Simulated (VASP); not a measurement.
# ZrMn2N2 (P-3m1) in VASP: single point with PBE

Aim: the single point of ZrMn2N2 with PBE.

Everything below comes from runs of VASP 6.6.1. Logs are shortened: lines on timing, memory, paths and dates and some standing lists are left out, and cuts for length are marked.

**1. The cell of the first run**

The structure is trigonal, space group P-3m1 (No. 164). Conventional cell: a = 3.020 Å, b = 3.020 Å, c = 6.654 Å, α = 90.00°, β = 90.00°, γ = 120.00°. Within 3.1 Å of Zr (site symmetry -3m) lie 6 N at 2.27 Å and 6 Mn at 2.90 Å and 6 Zr at 3.02 Å. Within 2.7 Å of Mn (site symmetry 3m) lie 3 N at 1.95 Å and 3 Mn at 2.67 Å. Within 2.6 Å of N (site symmetry 3m) lie 3 Mn at 1.95 Å and 3 Zr at 2.27 Å.

The cell was generated, and may not be a known phase.

**2. Single point, PBE, collinear spin, ferromagnetic start**

The input, INCAR:

```
SYSTEM = ZrMn2N2
PREC = Accurate ; ENCUT = 520
EDIFF = 1E-7 ; ISMEAR = 0
SIGMA = 0.1 ; LREAL = .FALSE.
LASPH = .TRUE. ; NELM = 150
ALGO = Normal ; ISIF = 2
LWAVE = .FALSE. ; LCHARG = .FALSE.
ISPIN = 2 ; MAGMOM = 0 1.16 1.16 0 0
LORBIT = 11 ; LMAXMIX = 4
GGA = PE ; NBANDS = 36
```

The input, KPOINTS:

```
regular mesh
0
G
  12 12 6
  0 0 0
```

The input, POSCAR:

```
ZrMn2N2
1.0
    3.0197692745      0.0000000000      0.0000000000
   -1.5098846372      2.6151969053      0.0000000000
    0.0000000000      0.0000000000      6.6536473532
Zr Mn N
1 2 2
Direct
    0.0000000000      0.0000000000      0.0000000000
    0.3333333333      0.6666666667      0.6518848074
    0.6666666667      0.3333333333      0.3481151926
    0.3333333333      0.6666666667      0.2183460456
    0.6666666667      0.3333333333      0.7816539544
```

Potentials or basis: VASP PAW PBE potentials, release 64 (Zr_sv, Mn_pv, N).

On the command line:

```bash
cat potpaw_PBE.64/Zr_sv/POTCAR potpaw_PBE.64/Mn_pv/POTCAR potpaw_PBE.64/N/POTCAR > POTCAR
mpirun -np 1 vasp_std > vasp.out
```

OUTCAR:

```text
SYSTEM = ZrMn2N2
   PREC = Accurate
   ENCUT = 520
   EDIFF = 1E-7
   ISMEAR = 0
   LREAL = .FALSE.
   LASPH = .TRUE.
   NELM = 150
   ISIF = 2
   ISPIN = 2
   LORBIT = 11
   GGA = PE

 ion  position               nearest neighbor table
   1  0.000  0.000  0.000-   4 2.27   5 2.27   4 2.27   5 2.27   5 2.27   4 2.27   2 2.90   3 2.90
                             2 2.90   3 2.90   2 2.90   3 2.90
   2  0.333  0.667  0.652-   5 1.95   5 1.95   5 1.95   3 2.67   3 2.67   3 2.67   1 2.90   1 2.90
                             1 2.90
   3  0.667  0.333  0.348-   4 1.95   4 1.95   4 1.95   2 2.67   2 2.67   2 2.67   1 2.90   1 2.90
                             1 2.90
   4  0.333  0.667  0.218-   3 1.95   3 1.95   3 1.95   1 2.27   1 2.27   1 2.27
   5  0.667  0.333  0.782-   2 1.95   2 1.95   2 1.95   1 2.27   1 2.27   1 2.27

  LATTYP: Found a hexagonal cell.
 ALAT       =     3.0197692745
 C/A-ratio  =     2.2033628229

  Lattice vectors:

 A1 = (   3.0197692745,   0.0000000000,   0.0000000000)
 A2 = (  -1.5098846372,   2.6151969053,   0.0000000000)
 A3 = (   0.0000000000,   0.0000000000,   6.6536473532)

Analysis of symmetry for initial positions (statically):
=====================================================================
 Subroutine PRICEL returns:
 Original cell was already a primitive cell.

 Routine SETGRP: Setting up the symmetry group for a
 hexagonal supercell.

 Subroutine GETGRP returns: Found 12 space group operations
 (whereof 12 operations were pure point group operations)
 out of a pool of 24 trial point group operations.

The static configuration has the point symmetry D_3d.

Analysis of symmetry for dynamics (positions and initial velocities):
=====================================================================
 Subroutine PRICEL returns:
 Original cell was already a primitive cell.

 Routine SETGRP: Setting up the symmetry group for a
 hexagonal supercell.

 Subroutine GETGRP returns: Found 12 space group operations
 (whereof 12 operations were pure point group operations)
 out of a pool of 24 trial point group operations.

The dynamic configuration has the point symmetry D_3d.

Analysis of structural, dynamic, and magnetic symmetry:
=====================================================================
 Subroutine PRICEL returns:
 Original cell was already a primitive cell.

 Routine SETGRP: Setting up the symmetry group for a
 hexagonal supercell.

 Subroutine GETGRP returns: Found 12 space group operations
 (whereof 12 operations were pure point group operations)
 out of a pool of 24 trial point group operations.

The overall configuration has the point symmetry D_3d.

 Subroutine INISYM returns: Found 12 space group operations
 (whereof 12 operations are pure point group operations),
 and found     1 'primitive' translations

----------------------------------------------------------------------------------------

                                     Primitive cell

  volume of cell :      52.5458

  direct lattice vectors                    reciprocal lattice vectors
     3.019769275  0.000000000  0.000000000     0.331151127  0.191190193  0.000000000
    -1.509884637  2.615196905  0.000000000     0.000000000  0.382380385  0.000000000
     0.000000000  0.000000000  6.653647353     0.000000000  0.000000000  0.150293508

  length of vectors
     3.019769275  3.019769274  6.653647353     0.382380385  0.382380385  0.150293508

  position of ions in fractional coordinates (direct lattice)
     0.000000000  0.000000000  0.000000000
     0.333333333  0.666666667  0.651884807
     0.666666667  0.333333333  0.348115193
     0.333333333  0.666666667  0.218346046
     0.666666667  0.333333333  0.781653954

  ion indices of the primitive-cell ions
   primitive index   ion index
                 1           1
                 2           2
                 3           3
                 4           4
                 5           5

----------------------------------------------------------------------------------------

 KPOINTS: regular mesh

Automatic generation of k-mesh.
 Grid dimensions read from file:
 generate k-points for:   12   12    6

 Generating k-lattice:

  Cartesian coordinates                     Fractional coordinates (reciprocal lattice)
     0.027595927  0.015932516  0.000000000     0.083333333 -0.000000000  0.000000000
     0.000000000  0.031865032  0.000000000     0.000000000  0.083333333  0.000000000
     0.000000000  0.000000000  0.025048918     0.000000000  0.000000000  0.166666667

  Length of vectors
     0.031865032  0.031865032  0.025048918

  Shift w.r.t. Gamma in fractional coordinates (k-lattice)
     0.000000000  0.000000000  0.000000000

 Subroutine IBZKPT returns following result:
 ===========================================

 Found    100 irreducible k-points:

 Following reciprocal coordinates:
            Coordinates               Weight
  0.000000  0.000000  0.000000      1.000000
  0.083333  0.000000  0.000000      6.000000
  0.166667  0.000000  0.000000      6.000000
  0.250000  0.000000  0.000000      6.000000
  0.333333  0.000000  0.000000      6.000000
  0.416667  0.000000  0.000000      6.000000
[... 16 lines left out ...]
  0.166667  0.000000  0.166667      6.000000
  0.000000  0.166667  0.166667      6.000000
 [... further k-points ...]
   k-points           NKPTS =    100   k-points in BZ     NKDIM =    100   number of bands    NBANDS=     36
   number of dos      NEDOS =    301   number of ions     NIONS =      5
   total plane-waves  NPLWV =  28800
   dimension x,y,z NGX =    24 NGY =   24 NGZ =   50
   dimension x,y,z NGXF=    48 NGYF=   48 NGZF=  100
   ions per type =               1   2   2
   NGX,Y,Z   is equivalent  to a cutoff of  13.21, 13.21, 12.49 a.u.
   NGXF,Y,Z  is equivalent  to a cutoff of  26.43, 26.43, 24.99 a.u.
 SYSTEM =  ZrMn2N2
   PREC   = accura    normal or accurate (medium, high low for compatibility)
   ISTART =      0    job   : 0-new  1-cont  2-samecut
   ICHARG =      2    charge: 1-file 2-atom 10-const
   ISPIN  =      2    spin polarized calculation?
   LNONCOLLINEAR =      F non collinear calculations
   LSORBIT =      F    spin-orbit coupling
   LASPH  =      T    aspherical Exc in radial PAW
   ENCUT  =  520.0 eV  38.22 Ry    6.18 a.u.   5.61  5.61 12.37*2*pi/ulx,y,z
   NELM   =    150;   NELMIN=  2; NELMDL= -5     # of ELM steps
   EDIFF  = 0.1E-06   stopping-criterion for ELM
   LREAL  =      F    real-space projection
   EDIFFG = 0.1E-05   stopping-criterion for IOM
   NSW    =      0    number of steps for IOM
   IBRION =     -1    ionic relax: 0-MD 1-quasi-New 2-CG
   NFREE  =      0    steps in history (QN), initial steepest desc. (CG)
   ISIF   =      2    stress and relaxation
   ISYM   =      2    0-nonsym 1-usesym 2-fastsym
   POTIM  = 0.5000    time-step for ionic-motion
   TEBEG  =    0.0;   TEEND  =   0.0 temperature during run
   PSTRESS=    0.0 pullay stress
   NELECT =      48.0000    total number of electrons
   NUPDOWN=      -1.0000    fix difference up-down
   EMIN   =  10.00;   EMAX   =-10.00  energy-range for DOS
   EFERMI =   0.00;   METHOD = LEGACY
   ISMEAR =     0;   SIGMA  =   0.10  broadening in eV -4-tet -1-fermi 0-gaus
   EFERMI_NEDOS =   21; number of points for ismear=-14 and -15
   IALGO  =     38    algorithm
   IMIX   =      4    mixing-type and parameters
     AMIX     =   0.40;   BMIX     =  1.00
     AMIX_MAG =   1.60;   BMIX_MAG =  1.00
  volume/ion in A,a.u.               =      10.51        70.92
  Fermi-wavevector in a.u.,A,eV,Ry     =   1.588459  3.001752 34.330235  2.523201
  Thomas-Fermi vector in A             =   2.687459
   LORBIT       =     11    0 simple, 1 ext, 2 COOP (PROOUT), +10 PAW based schemes
   GGA     = PE    functional components
   LHFCALC =     F    Hartree Fock is set to
   AEXX    =    0.0000 exact exchange contribution
   IVDW    =     0    specifies the selected vdW correction
   LEPSILON=     F    determine dielectric tensor
   LRPA    =     F    only Hartree local field effects (RPA)
 spin polarized calculation
 Gauss-broadening in eV      SIGMA  =   0.10
  energy-cutoff  :      520.00
  volume of cell :       52.55
 maximum number of plane-waves:      1453
 NGX is ok and might be reduce to    24
   NGX = 11   NGY = 11   NGZ = 25

 number of electron      47.9999992 magnetization       2.0308029

 Free energy of the ion-electron system (eV)
  ---------------------------------------------------
  ext. energy  EPLUGINS =         0.00000000
  ---------------------------------------------------
  free energy    TOTEN  =       -46.52297499 eV

  energy without entropy =      -46.51059445  energy(sigma->0) =      -46.51678472

 E-fermi :  10.9001     XC(G=0): -13.0778

 val. band max:       10.8974603524   @ k =   0.0000   0.2500   0.3333
 cond. band min:      10.9020657495   @ k =   0.4167   0.0000   0.1667
 fundamental gap:      0.0046053971
 Fermi energy:        10.9001486369

 spin component 1

 k-point     1 :       0.0000    0.0000    0.0000
  band No.  band energies     occupation
      1     -38.3987      1.00000
      2     -38.0562      1.00000
      3     -38.0562      1.00000
      4     -38.0189      1.00000
      5     -38.0189      1.00000
      6     -37.8710      1.00000
[... 28 lines left out ...]
     35      16.5960      0.00000
     36      16.7268      0.00000

 k-point     2 :       0.0833    0.0000    0.0000
  band No.  band energies     occupation
      1     -38.3846      1.00000
      2     -38.0627      1.00000
      3     -38.0583      1.00000
      4     -38.0260      1.00000
      5     -38.0196      1.00000
      6     -37.8676      1.00000
[... 28 lines left out ...]
     35      16.9075      0.00000
     36      17.4715      0.00000
[... 817 lines left out ...]
     35      17.4684      0.00000
     36      18.8069      0.00000

 k-point    24 :       0.0000    0.1667    0.1667
  band No.  band energies     occupation
      1     -38.3451      1.00000
      2     -38.0800      1.00000
      3     -38.0640      1.00000
      4     -38.0444      1.00000
      5     -38.0219      1.00000
      6     -37.8647      1.00000
[... 28 lines left out ...]
     35      17.1224      0.00000
     36      18.8288      0.00000

 [... further k-points ...]

 spin component 2

 k-point     1 :       0.0000    0.0000    0.0000
  band No.  band energies     occupation
      1     -38.4464      1.00000
      2     -36.8324      1.00000
      3     -36.8324      1.00000
      4     -36.7932      1.00000
      5     -36.7932      1.00000
      6     -36.7649      1.00000
[... 28 lines left out ...]
     35      16.6086      0.00000
     36      16.8439      0.00000

 k-point     2 :       0.0833    0.0000    0.0000
  band No.  band energies     occupation
      1     -38.4324      1.00000
      2     -36.8398      1.00000
      3     -36.8347      1.00000
      4     -36.8036      1.00000
      5     -36.7940      1.00000
      6     -36.7582      1.00000
[... 28 lines left out ...]
     35      16.9288      0.00000
     36      17.5474      0.00000
[... 817 lines left out ...]
     35      17.4824      0.00000
     36      18.9043      0.00000

 k-point    24 :       0.0000    0.1667    0.1667
  band No.  band energies     occupation
      1     -38.3938      1.00000
      2     -36.8594      1.00000
      3     -36.8408      1.00000
      4     -36.8263      1.00000
      5     -36.7963      1.00000
      6     -36.7474      1.00000
[... 28 lines left out ...]
     35      17.1545      0.00000
     36      18.9022      0.00000

 [... further k-points ...]

------------------------ aborting loop because EDIFF is reached ----------------------------------------

  FORCE on cell =-STRESS in cart. coord.  units (eV):
  Direction    XX          YY          ZZ          XY          YZ          ZX
  --------------------------------------------------------------------------------------
  -------------------------------------------------------------------------------------
  Total        0.2346757      0.2346757      0.0739862      0.0000000      0.0000000     -0.0000000
  in kB        7.1555139      7.1555139      2.2559191      0.0000000      0.0000000     -0.0000000
  external PRESSURE =       5.5223156 kB  Pullay stress =       0.0000000 kB

 VOLUME and BASIS-vectors are now :
 -----------------------------------------------------------------------------
  energy-cutoff  :      520.00
  volume of cell :       52.55
      direct lattice vectors                 reciprocal lattice vectors
     3.019769275  0.000000000  0.000000000     0.331151127  0.191190193  0.000000000
    -1.509884637  2.615196905  0.000000000     0.000000000  0.382380385  0.000000000
     0.000000000  0.000000000  6.653647353     0.000000000  0.000000000  0.150293508

 POSITION                                       TOTAL-FORCE (eV/Angst)
 -----------------------------------------------------------------------------------
      0.00000      0.00000      0.00000        -0.000000      0.000000      0.000000
     -0.00000      1.74346      4.33741         0.000000     -0.000000     -0.049376
      1.50988      0.87173      2.31624        -0.000000      0.000000      0.049376
     -0.00000      1.74346      1.45280         0.000000      0.000000     -0.025749
      1.50988      0.87173      5.20085        -0.000000      0.000000      0.025749
 -----------------------------------------------------------------------------------
    total drift:                               -0.000000     -0.000000      0.000000

  FREE ENERGIE OF THE ION-ELECTRON SYSTEM (eV)
  ---------------------------------------------------
  free  energy   TOTEN  =       -46.5229749880 eV

  energy  without entropy=      -46.5105944487  energy(sigma->0) =      -46.51678472

 total charge

# of ion       s       p       d       tot
------------------------------------------
    1        2.168   6.039   1.833  10.040
    2        0.313   6.347   5.204  11.865
    3        0.313   6.347   5.204  11.865
    4        1.247   2.480   0.000   3.727
    5        1.247   2.480   0.000   3.727
--------------------------------------------------
tot          5.289  23.693  12.241  41.223

 magnetization (x)

# of ion       s       p       d       tot
------------------------------------------
    1       -0.002  -0.003  -0.098  -0.103
    2        0.004   0.002   1.108   1.114
    3        0.004   0.002   1.108   1.114
    4       -0.003  -0.025   0.000  -0.027
    5       -0.003  -0.025   0.000  -0.027
--------------------------------------------------
tot          0.000  -0.048   2.118   2.070
```

Wall time 7.4 min (1 thread of Intel Xeon 8259CL, shared host); peak memory 0.41 GiB.

What came out:

* Free energy: -46.5230 eV
* Pressure: 0.6 GPa
* Largest force: 0.049 eV/Å
* Band gap on the k mesh: zero (filled and empty bands overlap)
* Net moment: 2.03 μB per cell
* Site moments: Zr -0.10; Mn +1.11; N -0.03 μB
* Valence electrons inside the program's atomic spheres: Zr 10.04; Mn 11.87; N 3.73

Forces on the atoms (eV/Å):
```
Zr   0.000  0.000  0.000
Mn   0.000  0.000 -0.049
Mn   0.000  0.000  0.049
N    0.000  0.000 -0.026
N    0.000  0.000  0.026
```

Stress tensor (GPa, compression positive):
```
0.72 0.00 0.00
0.00 0.72 0.00
0.00 0.00 0.23
```

Caveat: the run started ferromagnetic, and an antiferromagnetic order may lie lower in energy.
